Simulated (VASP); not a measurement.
Set up this calculation in VASP 6.6.1, as the native input.

```
Task                   : single point
Functional             : PBE
Potentials or basis    : VASP PAW PBE potentials, release 64 (Mo_sv)
Cutoff                 : 520 eV
k mesh                 : 16 × 16 × 16
Occupations            : fermi-dirac, width 0.15 eV
Spin                   : no spin polarisation
Dipole correction      : no
Further INCAR settings : ALGO = Fast; EDIFF = 1e-07; NBANDS = 13
```

The structure of Mo lies in POSCAR:

```
Mo
1.0
   -1.5805177614      1.5805177614      1.5805177614
    1.5805177614     -1.5805177614      1.5805177614
    1.5805177614      1.5805177614     -1.5805177614
Mo
1
Direct
    0.0000000000      0.0000000000      0.0000000000
```

One way to write it, as run:

INCAR

```
SYSTEM = Mo
ALGO     = Fast           ! electronic algorithm
EDIFF    = 1E-7           ! SCF threshold, eV
ENCUT    = 520            ! plane-wave cutoff, eV
GGA      = PE             ! functional
ISIF     = 2              ! what is computed and relaxed
ISMEAR   = -1             ! smearing method
LASPH    = .True.         ! aspherical terms in the spheres
LCHARG   = .False.        ! write CHGCAR
LREAL    = .False.        ! projectors in reciprocal space
LWAVE    = .False.        ! write WAVECAR
NBANDS   = 13             ! bands
NELM     = 60             ! most SCF steps
PREC     = Accurate       ! precision mode
SIGMA    = 0.15           ! smearing width, eV
```

KPOINTS

```
k-points
0
Gamma
  16 16 16
  0 0 0
```

Potentials or basis: VASP PAW PBE potentials, release 64 (Mo_sv).

The run is started by

```sh
$ cat potpaw_PBE.64/Mo_sv/POTCAR > POTCAR
$ mpirun -np 1 vasp_std > vasp.out
```

It gave:

```json
{"Pressure": "0.5 GPa", "Band gap on the k mesh": "zero (band 7 reaches 16.36 eV, above the bottom of band 8 at 11.09 eV)"}
```

Wall time 11 s on 1 thread of Intel(R) Xeon(R) 6975P-C (Granite Rapids), with other jobs on the host, peak memory 0.14 GiB.
